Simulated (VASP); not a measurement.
# ScAl5 (P4/mmm) in VASP: single point with PBE

Aim: the single point of ScAl5 with PBE.

All numbers are computed with VASP 6.6.1; they aren't measurements. Logs are shortened: lines on timing, memory, paths and dates and some standing lists are left out, and cuts for length are marked.

### 1 The cell of the first run

The structure is tetragonal, space group P4/mmm (No. 123). The conventional cell has a = 2.938 Å, b = 2.938 Å, c = 12.180 Å, α = 90.00°, β = 90.00°, γ = 90.00°. Sc (site symmetry 4/mmm) has 4 Sc at 2.94 Å and 8 Al at 3.00 Å within 3.9 Å. Al (site symmetry 4/mmm) has 18 Al at 2.87 to 4.16 Å within 4.2 Å. Al (site symmetry 4mm) has 12 Al at 2.85 to 2.94 Å within 3.8 Å. Al (site symmetry 4mm) has 14 Al at 2.85 to 4.33 Å and 4 Sc at 3.00 Å within 4.4 Å.

### 2 Single point, PBE, collinear spin

INCAR

```
PREC = Accurate
ENCUT = 520
EDIFF = 1E-6
ISMEAR = 0
SIGMA = 0.1
LREAL = F
LASPH = T
NELM = 150
ALGO = Normal
ISIF = 2
LWAVE = F
LCHARG = F
ISPIN = 2
MAGMOM = 0.36 0 0 0 0 0
LORBIT = 11
LMAXMIX = 4
GGA = PE
NBANDS = 26
```

KPOINTS

```
Automatic mesh
0
Gamma
  14 14 4
```

POSCAR

```
ScAl5
1.0
    2.9382566877      0.0000000000      0.0000000000
    0.0000000000      2.9382566877      0.0000000000
    0.0000000000      0.0000000000     12.1801962041
Sc Al
1 5
Direct
    0.5000000000      0.5000000000      0.5000000000
    0.0000000000      0.0000000000      0.0000000000
    0.5000000000      0.5000000000      0.1624536688
    0.0000000000      0.0000000000      0.3223130152
    0.0000000000      0.0000000000      0.6776869848
    0.5000000000      0.5000000000      0.8375463312
```

Potentials or basis: VASP PAW PBE potentials, release 64 (Sc_sv, Al).

Command:

```console
cat potpaw_PBE.64/Sc_sv/POTCAR potpaw_PBE.64/Al/POTCAR > POTCAR
mpirun -np 1 vasp_std > vasp.out
```

OUTCAR:

```text
PREC = Accurate
   ENCUT = 520
   EDIFF = 1E-6
   ISMEAR = 0
   LREAL = F
   LASPH = T
   NELM = 150
   ISIF = 2
   ISPIN = 2
   LORBIT = 11
   GGA = PE

 ion  position               nearest neighbor table
   1  0.500  0.500  0.500-   4 3.00   5 3.00   4 3.00   5 3.00   4 3.00   5 3.00   4 3.00   5 3.00

   2  0.000  0.000  0.000-   3 2.87   6 2.87   3 2.87   6 2.87   3 2.87   6 2.87   3 2.87   6 2.87

   3  0.500  0.500  0.162-   4 2.85   4 2.85   4 2.85   4 2.85   2 2.87   2 2.87   2 2.87   2 2.87

   4  0.000  0.000  0.322-   3 2.85   3 2.85   3 2.85   3 2.85   1 3.00   1 3.00   1 3.00   1 3.00

   5  0.000  0.000  0.678-   6 2.85   6 2.85   6 2.85   6 2.85   1 3.00   1 3.00   1 3.00   1 3.00

   6  0.500  0.500  0.838-   5 2.85   5 2.85   5 2.85   5 2.85   2 2.87   2 2.87   2 2.87   2 2.87

  LATTYP: Found a simple tetragonal cell.
 ALAT       =     2.9382566877
 C/A-ratio  =     4.1453819386

  Lattice vectors:

 A1 = (   2.9382566877,   0.0000000000,   0.0000000000)
 A2 = (   0.0000000000,   2.9382566877,   0.0000000000)
 A3 = (   0.0000000000,   0.0000000000,  12.1801962041)

Analysis of symmetry for initial positions (statically):
=====================================================================
 Subroutine PRICEL returns:
 Original cell was already a primitive cell.

 Routine SETGRP: Setting up the symmetry group for a
 simple tetragonal supercell.

 Subroutine GETGRP returns: Found 16 space group operations
 (whereof 16 operations were pure point group operations)
 out of a pool of 16 trial point group operations.

The static configuration has the point symmetry D_4h.

Analysis of symmetry for dynamics (positions and initial velocities):
=====================================================================
 Subroutine PRICEL returns:
 Original cell was already a primitive cell.

 Routine SETGRP: Setting up the symmetry group for a
 simple tetragonal supercell.

 Subroutine GETGRP returns: Found 16 space group operations
 (whereof 16 operations were pure point group operations)
 out of a pool of 16 trial point group operations.

The dynamic configuration has the point symmetry D_4h.

Analysis of structural, dynamic, and magnetic symmetry:
=====================================================================
 Subroutine PRICEL returns:
 Original cell was already a primitive cell.

 Routine SETGRP: Setting up the symmetry group for a
 simple tetragonal supercell.

 Subroutine GETGRP returns: Found 16 space group operations
 (whereof 16 operations were pure point group operations)
[... 147 lines left out ...]
   NGX = 11   NGY = 11   NGZ = 45

 number of electron      25.9999998 magnetization       0.3567924

 Free energy of the ion-electron system (eV)
  ---------------------------------------------------
  ext. energy  EPLUGINS =         0.00000000
  ---------------------------------------------------
  free energy    TOTEN  =       -25.67290759 eV

  energy without entropy =      -25.65649369  energy(sigma->0) =      -25.66470064

 E-fermi :   7.1698     XC(G=0): -10.2044

 val. band max:        7.1688872973   @ k =   0.2143   0.0000   0.0000
 cond. band min:       7.1764189911   @ k =   0.5000   0.2143   0.0000
 fundamental gap:      0.0075316937
 Fermi energy:         7.1698091289

 spin component 1

 k-point     1 :       0.0000    0.0000    0.0000
  band No.  band energies     occupation
      1     -42.1259      1.00000
      2     -20.7877      1.00000
      3     -20.5161      1.00000
      4     -20.5161      1.00000
      5      -3.4907      1.00000
      6      -2.5850      1.00000
[... 661 lines left out ...]
     24      12.0977      0.00000
     25      13.3011      0.00000

 [... further k-points ...]

 spin component 2

 k-point     1 :       0.0000    0.0000    0.0000
  band No.  band energies     occupation
      1     -41.9333      1.00000
      2     -20.6829      1.00000
      3     -20.2805      1.00000
      4     -20.2805      1.00000
      5      -3.4886      1.00000
      6      -2.5806      1.00000
[... 661 lines left out ...]
     24      12.2496      0.00000
     25      13.3118      0.00000

 [... further k-points ...]

 [bands above 25 left out]

------------------------ aborting loop because EDIFF is reached ----------------------------------------

  FORCE on cell =-STRESS in cart. coord.  units (eV):
  Direction    XX          YY          ZZ          XY          YZ          ZX
  --------------------------------------------------------------------------------------
  -------------------------------------------------------------------------------------
  Total        0.0071746      0.0071746      0.0010624      0.0000000      0.0000000      0.0000000
  in kB        0.1093130      0.1093130      0.0161863      0.0000000      0.0000000      0.0000000
  external PRESSURE =       0.0782708 kB  Pullay stress =       0.0000000 kB

 VOLUME and BASIS-vectors are now :
 -----------------------------------------------------------------------------
  energy-cutoff  :      520.00
  volume of cell :      105.16
      direct lattice vectors                 reciprocal lattice vectors
     2.938256688  0.000000000  0.000000000     0.340337862  0.000000000  0.000000000
     0.000000000  2.938256688  0.000000000     0.000000000  0.340337862  0.000000000
     0.000000000  0.000000000 12.180196204     0.000000000  0.000000000  0.082100484

 POSITION                                       TOTAL-FORCE (eV/Angst)
 -----------------------------------------------------------------------------------
      1.46913      1.46913      6.09010        -0.000000     -0.000000      0.000000
      0.00000      0.00000      0.00000        -0.000000     -0.000000      0.000000
      1.46913      1.46913      1.97872        -0.000000      0.000000      0.002077
      0.00000      0.00000      3.92584        -0.000000     -0.000000     -0.011643
      0.00000      0.00000      8.25436        -0.000000     -0.000000      0.011643
      1.46913      1.46913     10.20148         0.000000     -0.000000     -0.002077
 -----------------------------------------------------------------------------------
    total drift:                                0.000000      0.000000     -0.000000

  FREE ENERGIE OF THE ION-ELECTRON SYSTEM (eV)
  ---------------------------------------------------
  free  energy   TOTEN  =       -25.6729075929 eV

  energy  without entropy=      -25.6564936928  energy(sigma->0) =      -25.66470064

 total charge

# of ion       s       p       d       tot
------------------------------------------
    1        2.246   6.130   1.188   9.564
    2        0.442   0.317   0.000   0.758
    3        0.430   0.328   0.000   0.758
    4        0.423   0.361   0.000   0.783
    5        0.423   0.361   0.000   0.783
    6        0.430   0.328   0.000   0.758
--------------------------------------------------
tot          4.393   7.825   1.188  13.405

 magnetization (x)

# of ion       s       p       d       tot
------------------------------------------
    1        0.012   0.012   0.233   0.257
    2        0.000  -0.001   0.000  -0.001
    3       -0.000   0.000   0.000  -0.000
    4       -0.002   0.001   0.000  -0.000
    5       -0.002   0.001   0.000  -0.000
    6       -0.000   0.000   0.000  -0.000
--------------------------------------------------
tot          0.009   0.014   0.233   0.256
```

OSZICAR:

```text
N       E                     dE             d eps       ncg     rms          rms(c)
DAV:   1     0.154153866843E+03    0.15415E+03   -0.10344E+04 11592   0.832E+02
DAV:   2    -0.188415115873E+02   -0.17300E+03   -0.16636E+03 11248   0.247E+02
DAV:   3    -0.264133185082E+02   -0.75718E+01   -0.71617E+01 16468   0.524E+01
DAV:   4    -0.266834866692E+02   -0.27017E+00   -0.26745E+00 17016   0.939E+00
DAV:   5    -0.266906165076E+02   -0.71298E-02   -0.71286E-02 16064   0.150E+00    0.783E+00
DAV:   6    -0.262339943069E+02    0.45662E+00   -0.57940E+00 16634   0.158E+01    0.439E+00
DAV:   7    -0.258664286954E+02    0.36757E+00   -0.58079E+00 18060   0.106E+01    0.289E+00
DAV:   8    -0.256806182885E+02    0.18581E+00   -0.68435E-01 17302   0.427E+00    0.105E+00
DAV:   9    -0.256697295113E+02    0.10889E-01   -0.53679E-02 16388   0.124E+00    0.455E-01
DAV:  10    -0.256694831787E+02    0.24633E-03   -0.56193E-03 16342   0.423E-01    0.261E-01
DAV:  11    -0.256702869766E+02   -0.80380E-03   -0.44747E-03 16794   0.288E-01    0.187E-01
DAV:  12    -0.256712597151E+02   -0.97274E-03   -0.30391E-03 15014   0.172E-01    0.139E-01
DAV:  13    -0.256721829426E+02   -0.92323E-03   -0.23229E-03 14196   0.135E-01    0.902E-02
DAV:  14    -0.256726583622E+02   -0.47542E-03   -0.60476E-04 15742   0.898E-02    0.560E-02
DAV:  15    -0.256728947480E+02   -0.23639E-03   -0.58509E-04 14206   0.730E-02    0.167E-02
DAV:  16    -0.256729073288E+02   -0.12581E-04   -0.47777E-05 15614   0.294E-02    0.711E-03
DAV:  17    -0.256729075929E+02   -0.26416E-06   -0.51990E-06 15402   0.131E-02
   1 F= -.25672908E+02 E0= -.25664701E+02  d E =-.164139E-01  mag=     0.3571
```

It took 13 min on 1 thread of Intel Xeon Platinum 8488C (Sapphire Rapids), shared host; peak memory 0.57 GiB.

What came out:

| Quantity | Value |
| --- | --- |
| Free energy | -25.6729 eV |
| Pressure | 0.0 GPa |
| Largest force | 0.012 eV/Å |
| Net moment | 0.36 μB per cell |
| Site moments | Sc +0.26; Al -0.00 μB |
| Valence electrons inside the program's atomic spheres | Sc 9.56; Al 0.76, 0.78 (each value once) |

Forces on the atoms (eV/Å):
```
Sc   0.000  0.000  0.000
Al   0.000  0.000  0.000
Al   0.000  0.000  0.002
Al   0.000  0.000 -0.012
Al   0.000  0.000  0.012
Al   0.000  0.000 -0.002
```

Caveat: a moment this small can come from the mesh or the smearing.
